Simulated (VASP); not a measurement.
ZnW2:

```xyz
6
Lattice="0.0000 3.5961 3.5961 3.5961 0.0000 3.5961 3.5961 3.5961 0.0000" Properties=species:S:1:pos:R:3 pbc="T T T"
Zn    0.0000    0.0000    0.0000
Zn    1.7980    1.7980    1.7980
W     4.4951    4.4951    4.4951
W     4.4951    2.6971    2.6971
W     2.6971    2.6971    4.4951
W     2.6971    4.4951    2.6971
```

| Item | Value |
| --- | --- |
| Program | VASP 6.6.1 |
| Task | relaxation of cell and atoms |
| Functional | PBE |
| Potentials or basis | VASP PAW PBE potentials, release 64 (Zn, W_sv) |
| Cutoff | 600 eV |
| k mesh | 4 × 4 × 4 |
| Occupations | gaussian, width 0.1 eV |
| Spin | no spin polarisation |

At the start: pressure 29.0 GPa; volume 15.50 Å³/atom.

How do energy, volume and symmetry change on relaxing?

Over 4 steps the energy falls by 162.6 meV/atom and the volume is 17.53 Å³/atom (+13.1 %); space group Fd-3m (No. 227, to 0.1 Å) before and after.

The path:
```tsv
step	energy change (eV)	largest force (eV/Å)	pressure (GPa)	volume (Å³)
1	0.0000	0.0000	28.96	93.01
2	2.2902	0.0000	-26.55	136.06
3	-0.9692	0.0000	-1.89	106.15
4	-0.9758	0.0000	-0.34	105.20
```

Final structure:
```
CELL_PARAMETERS angstrom
0.00000 3.74681 3.74681
3.74681 0.00000 3.74681
3.74681 3.74681 0.00000
ATOMIC_POSITIONS crystal
Zn 0.00000 0.00000 0.00000
Zn 0.25000 0.25000 0.25000
W 0.62500 0.62500 0.62500
W 0.12500 0.62500 0.62500
W 0.62500 0.62500 0.12500
W 0.62500 0.12500 0.62500
```

Caveat: the k points lie up to 0.36 Å⁻¹ apart in the final cell, too coarse for converged energies and pressures of a metal.
